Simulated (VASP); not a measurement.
# CdS (scan) (P6_3mc) in VASP: further runs

CdS (scan) is run at these levels: r2SCAN; tasks: single point.

All numbers are computed with VASP 6.6.1; they aren't measurements. Logs are shortened: lines on timing, memory, paths and dates and some standing lists are left out, and cuts for length are marked.

### 1 The cell of the first run

It takes space group P6_3mc (No. 186, hexagonal). The conventional cell has a = 4.137 Å, b = 4.137 Å, c = 6.716 Å, α = 90.00°, β = 90.00°, γ = 120.00°. Within 3.3 Å of Cd (site symmetry 3m) lie 4 S at 2.53 Å. S (site symmetry 3m) has 4 Cd at 2.53 Å within 3.3 Å.

### 2 Single point, r2SCAN

File POSCAR:

```
CdS
1.0
    4.1370000000      0.0000000000      0.0000000000
   -2.0685000000      3.5827470955      0.0000000000
    0.0000000000      0.0000000000      6.7160000000
Cd S
2 2
Direct
    0.3333333333      0.6666666667      0.0000000000
    0.6666666667      0.3333333333      0.5000000000
    0.3333333333      0.6666666667      0.3770000000
    0.6666666667      0.3333333333      0.8770000000
```

File INCAR.step1:

```
  PREC = Accurate
  ENCUT = 520
  ISMEAR = 0
  SIGMA = 0.1
  LREAL = False
  LASPH = True
  NELM = 60
  NBANDS = 26
  GGA = PE
  ALGO = Normal
  EDIFF = 1E-4
  LWAVE = True
  LCHARG = False
```

File INCAR.step2:

```
  PREC = Accurate
  ENCUT = 520
  EDIFF = 1E-7
  ISMEAR = 0
  SIGMA = 0.1
  LREAL = False
  LASPH = True
  NELM = 60
  ALGO = Normal
  ISIF = 2
  LWAVE = False
  LCHARG = False
  METAGGA = R2SCAN
  LMIXTAU = True
  NBANDS = 26
  ISTART = 1
```

File KPOINTS:

```
regular mesh
0
Gamma
  6 6 4
```

Potentials or basis: VASP PAW PBE potentials, release 64 (Cd, S).

Launch:

```
$ cat potpaw_PBE.64/Cd/POTCAR potpaw_PBE.64/S/POTCAR > POTCAR
$ cp INCAR.step1 INCAR
$ mpirun -np 1 vasp_std > vasp.out
$ cp INCAR.step2 INCAR
$ mpirun -np 1 vasp_std > vasp.out
```

OUTCAR:

```text
PREC = Accurate
   ENCUT = 520
   EDIFF = 1E-7
   ISMEAR = 0
   LREAL = False
   LASPH = True
   NELM = 60
   ISIF = 2
   METAGGA = R2SCAN
   ISTART = 1

 ion  position               nearest neighbor table
   1  0.333  0.667  0.000-   4 2.53   4 2.53   4 2.53   3 2.53
   2  0.667  0.333  0.500-   3 2.53   3 2.53   3 2.53   4 2.53
   3  0.333  0.667  0.377-   2 2.53   2 2.53   2 2.53   1 2.53
   4  0.667  0.333  0.877-   1 2.53   1 2.53   1 2.53   2 2.53

  LATTYP: Found a hexagonal cell.
 ALAT       =     4.1370000000
 C/A-ratio  =     1.6233985980

  Lattice vectors:

 A1 = (   4.1370000000,   0.0000000000,   0.0000000000)
 A2 = (  -2.0685000000,   3.5827470955,   0.0000000000)
 A3 = (   0.0000000000,   0.0000000000,   6.7160000000)

Analysis of symmetry for initial positions (statically):
=====================================================================
 Subroutine PRICEL returns:
 Original cell was already a primitive cell.

 Routine SETGRP: Setting up the symmetry group for a
 hexagonal supercell.

 Subroutine GETGRP returns: Found 12 space group operations
 (whereof  6 operations were pure point group operations)
 out of a pool of 24 trial point group operations.

The static configuration has the point symmetry C_3v.
 The point group associated with its full space group is C_6v.

Analysis of symmetry for dynamics (positions and initial velocities):
=====================================================================
 Subroutine PRICEL returns:
 Original cell was already a primitive cell.

 Routine SETGRP: Setting up the symmetry group for a
 hexagonal supercell.

 Subroutine GETGRP returns: Found 12 space group operations
 (whereof  6 operations were pure point group operations)
 out of a pool of 24 trial point group operations.

The dynamic configuration has the point symmetry C_3v.
 The point group associated with its full space group is C_6v.

 Subroutine INISYM returns: Found 12 space group operations
 (whereof  6 operations are pure point group operations),
 and found     1 'primitive' translations

----------------------------------------------------------------------------------------

                                     Primitive cell

  volume of cell :      99.5434

  direct lattice vectors                    reciprocal lattice vectors
     4.137000000  0.000000000  0.000000000     0.241721054  0.139557716  0.000000000
    -2.068500000  3.582747095  0.000000000     0.000000000  0.279115431  0.000000000
     0.000000000  0.000000000  6.716000000     0.000000000  0.000000000  0.148898154

  length of vectors
     4.137000000  4.137000000  6.716000000     0.279115431  0.279115431  0.148898154

  position of ions in fractional coordinates (direct lattice)
     0.333333333  0.666666667  0.000000000
     0.666666667  0.333333333  0.500000000
     0.333333333  0.666666667  0.377000000
     0.666666667  0.333333333  0.877000000

  ion indices of the primitive-cell ions
   primitive index   ion index
                 1           1
                 2           2
                 3           3
                 4           4

----------------------------------------------------------------------------------------

 KPOINTS: regular mesh

Automatic generation of k-mesh.
 Grid dimensions read from file:
 generate k-points for:    6    6    4

 Generating k-lattice:

  Cartesian coordinates                     Fractional coordinates (reciprocal lattice)
     0.040286842  0.023259619  0.000000000     0.166666667  0.000000000  0.000000000
     0.000000000  0.046519239  0.000000000     0.000000000  0.166666667  0.000000000
     0.000000000  0.000000000  0.037224538     0.000000000  0.000000000  0.250000000

  Length of vectors
     0.046519239  0.046519239  0.037224538

  Shift w.r.t. Gamma in fractional coordinates (k-lattice)
     0.000000000  0.000000000  0.000000000

 Subroutine IBZKPT returns following result:
 ===========================================

 Found     21 irreducible k-points:

 Following reciprocal coordinates:
            Coordinates               Weight
  0.000000  0.000000  0.000000      1.000000
  0.166667  0.000000  0.000000      6.000000
  0.333333  0.000000  0.000000      6.000000
  0.500000  0.000000  0.000000      3.000000
  0.166667  0.166667  0.000000      6.000000
  0.333333  0.166667  0.000000     12.000000
[... 13 lines left out ...]
  0.333333  0.166667  0.500000     12.000000
  0.333333  0.333333  0.500000      2.000000
   k-points           NKPTS =     21   k-points in BZ     NKDIM =     21   number of bands    NBANDS=     26
   number of dos      NEDOS =    301   number of ions     NIONS =      4
   total plane-waves  NPLWV =  51200
   dimension x,y,z NGX =    32 NGY =   32 NGZ =   50
   dimension x,y,z NGXF=    64 NGYF=   64 NGZF=  100
   ions per type =               2   2
   NGX,Y,Z   is equivalent  to a cutoff of  12.86, 12.86, 12.38 a.u.
   NGXF,Y,Z  is equivalent  to a cutoff of  25.72, 25.72, 24.75 a.u.
 SYSTEM =  unknown system
   PREC   = accura    normal or accurate (medium, high low for compatibility)
   ISTART =      1    job   : 0-new  1-cont  2-samecut
   ICHARG =      0    charge: 1-file 2-atom 10-const
   ISPIN  =      1    spin polarized calculation?
   LNONCOLLINEAR =      F non collinear calculations
   LSORBIT =      F    spin-orbit coupling
   LASPH  =      T    aspherical Exc in radial PAW
   ENCUT  =  520.0 eV  38.22 Ry    6.18 a.u.   7.69  7.69 12.49*2*pi/ulx,y,z
   NELM   =     60;   NELMIN=  2; NELMDL=  0     # of ELM steps
   EDIFF  = 0.1E-06   stopping-criterion for ELM
   LREAL  =      F    real-space projection
   EDIFFG = 0.1E-05   stopping-criterion for IOM
   NSW    =      0    number of steps for IOM
   IBRION =     -1    ionic relax: 0-MD 1-quasi-New 2-CG
   NFREE  =      0    steps in history (QN), initial steepest desc. (CG)
   ISIF   =      2    stress and relaxation
   ISYM   =      2    0-nonsym 1-usesym 2-fastsym
   POTIM  = 0.5000    time-step for ionic-motion
   TEBEG  =    0.0;   TEEND  =   0.0 temperature during run
   PSTRESS=    0.0 pullay stress
   NELECT =      36.0000    total number of electrons
   NUPDOWN=      -1.0000    fix difference up-down
   EMIN   =  10.00;   EMAX   =-10.00  energy-range for DOS
   EFERMI =   0.00;   METHOD = LEGACY
   ISMEAR =     0;   SIGMA  =   0.10  broadening in eV -4-tet -1-fermi 0-gaus
   EFERMI_NEDOS =   21; number of points for ismear=-14 and -15
   IALGO  =     38    algorithm
   IMIX   =      4    mixing-type and parameters
     AMIX     =   0.40;   BMIX     =  1.00
     AMIX_MAG =   1.60;   BMIX_MAG =  1.00
  volume/ion in A,a.u.               =      24.89       167.94
  Fermi-wavevector in a.u.,A,eV,Ry     =   1.166375  2.204129 18.509783  1.360431
  Thomas-Fermi vector in A             =   2.302889
   LORBIT       =      0    0 simple, 1 ext, 2 COOP (PROOUT), +10 PAW based schemes
   METAGGA = R2SCAN    functional components
   LHFCALC =     F    Hartree Fock is set to
   AEXX    =    0.0000 exact exchange contribution
   IVDW    =     0    specifies the selected vdW correction
   LEPSILON=     F    determine dielectric tensor
   LRPA    =     F    only Hartree local field effects (RPA)
 non-spin polarized calculation
 Gauss-broadening in eV      SIGMA  =   0.10
  energy-cutoff  :      520.00
  volume of cell :       99.54
 maximum number of plane-waves:      2719
 NGX is ok and might be reduce to    32
   NGX = 15   NGY = 15   NGZ = 25

 number of electron      35.9999995 magnetization

 Free energy of the ion-electron system (eV)
  ---------------------------------------------------
  ext. energy  EPLUGINS =         0.00000000
  ---------------------------------------------------
  free energy    TOTEN  =       -59.36817012 eV

  energy without entropy =      -59.36817012  energy(sigma->0) =      -59.36817012

 E-fermi :   1.4914     XC(G=0):  -9.7111

 val. band max:        1.0192463606   @ k =   0.0000   0.0000   0.0000
 cond. band min:       2.6985348676   @ k =   0.0000   0.0000   0.0000
 fundamental gap:      1.6792885070
 Fermi energy:         1.4913661179

 k-point     1 :       0.0000    0.0000    0.0000
  band No.  band energies     occupation
      1     -11.8374      2.00000
      2     -11.4035      2.00000
      3      -6.9119      2.00000
      4      -6.9062      2.00000
      5      -6.9062      2.00000
      6      -6.8148      2.00000
[... 18 lines left out ...]
     25       9.1549      0.00000
     26       9.2009      0.00000

 k-point     2 :       0.1667    0.0000    0.0000
  band No.  band energies     occupation
      1     -11.7422      2.00000
      2     -11.3627      2.00000
      3      -6.8798      2.00000
      4      -6.8666      2.00000
      5      -6.8272      2.00000
      6      -6.7634      2.00000
[... 18 lines left out ...]
     25       9.0829      0.00000
     26       9.7572      0.00000

 k-point     3 :       0.3333    0.0000    0.0000
  band No.  band energies     occupation
      1     -11.5367      2.00000
      2     -11.2948      2.00000
      3      -6.8224      2.00000
      4      -6.8043      2.00000
      5      -6.6699      2.00000
      6      -6.6443      2.00000
[... 18 lines left out ...]
     25       9.7973      0.00000
     26      10.5265      0.00000

 k-point     4 :       0.5000    0.0000    0.0000
  band No.  band energies     occupation
      1     -11.4152      2.00000
      2     -11.2793      2.00000
      3      -6.8049      2.00000
      4      -6.7841      2.00000
      5      -6.5902      2.00000
      6      -6.5768      2.00000
[... 18 lines left out ...]
     25       9.9061      0.00000
     26      11.8628      0.00000
[... 409 lines left out ...]
      1     -11.4416      2.00000
      2     -11.4416      2.00000
      3      -6.7725      2.00000
      4      -6.7725      2.00000
      5      -6.7436      2.00000
      6      -6.7436      2.00000
[... 18 lines left out ...]
     25       9.5559      0.00000
     26       9.5559      0.00000

 k-point    20 :       0.3333    0.1667    0.5000
  band No.  band energies     occupation
      1     -11.3377      2.00000
      2     -11.3377      2.00000
      3      -6.7409      2.00000
      4      -6.7409      2.00000
      5      -6.6914      2.00000
      6      -6.6914      2.00000
[... 18 lines left out ...]
     25      10.0363      0.00000
     26      10.0363      0.00000

 k-point    21 :       0.3333    0.3333    0.5000
  band No.  band energies     occupation
      1     -11.3043      2.00000
      2     -11.3043      2.00000
      3      -6.7088      2.00000
      4      -6.7088      2.00000
      5      -6.6898      2.00000
      6      -6.6898      2.00000
[... 18 lines left out ...]
     25      10.8011      0.00000
     26      10.8011      0.00000

------------------------ aborting loop because EDIFF is reached ----------------------------------------

  FORCE on cell =-STRESS in cart. coord.  units (eV):
  Direction    XX          YY          ZZ          XY          YZ          ZX
  --------------------------------------------------------------------------------------
  -------------------------------------------------------------------------------------
  Total        0.9982543      0.9982543      1.0443618      0.0000000      0.0000000      0.0000000
  in kB       16.0671712     16.0671712     16.8092842      0.0000000      0.0000000      0.0000000
  external PRESSURE =      16.3145422 kB  Pullay stress =       0.0000000 kB

 VOLUME and BASIS-vectors are now :
 -----------------------------------------------------------------------------
  energy-cutoff  :      520.00
  volume of cell :       99.54
      direct lattice vectors                 reciprocal lattice vectors
     4.137000000  0.000000000  0.000000000     0.241721054  0.139557716  0.000000000
    -2.068500000  3.582747095  0.000000000     0.000000000  0.279115431  0.000000000
     0.000000000  0.000000000  6.716000000     0.000000000  0.000000000  0.148898154

 POSITION                                       TOTAL-FORCE (eV/Angst)
 -----------------------------------------------------------------------------------
     -0.00000      2.38850      0.00000        -0.000000     -0.000000     -0.002771
      2.06850      1.19425      3.35800         0.000000      0.000000     -0.002771
     -0.00000      2.38850      2.53193         0.000000     -0.000000      0.002771
      2.06850      1.19425      5.88993         0.000000      0.000000      0.002771
 -----------------------------------------------------------------------------------
    total drift:                               -0.000000     -0.000000     -0.003205

  FREE ENERGIE OF THE ION-ELECTRON SYSTEM (eV)
  ---------------------------------------------------
  free  energy   TOTEN  =       -59.3681701209 eV

  energy  without entropy=      -59.3681701209  energy(sigma->0) =      -59.36817012
```

Wall time 1.7 min (1 thread of Intel Xeon 6975P-C (Granite Rapids), shared host); peak memory 0.23 GiB.

Results:

| Quantity | Value |
| --- | --- |
| Free energy | -59.3682 eV |
| Pressure | 1.6 GPa |
| Band gap on the k mesh | 1.68 eV, direct |

Forces in eV/Å, atoms in the order of the input:
```
Cd   0.000  0.000 -0.003
Cd   0.000  0.000 -0.003
S    0.000  0.000  0.003
S    0.000  0.000  0.003
```

Caveat: the PAW data sets were made with another functional, which shifts forces and pressure a little. r2SCAN opens gaps a little over a GGA but as a rule still falls short of measured ones.

(Part 1 of 3 ends here.)
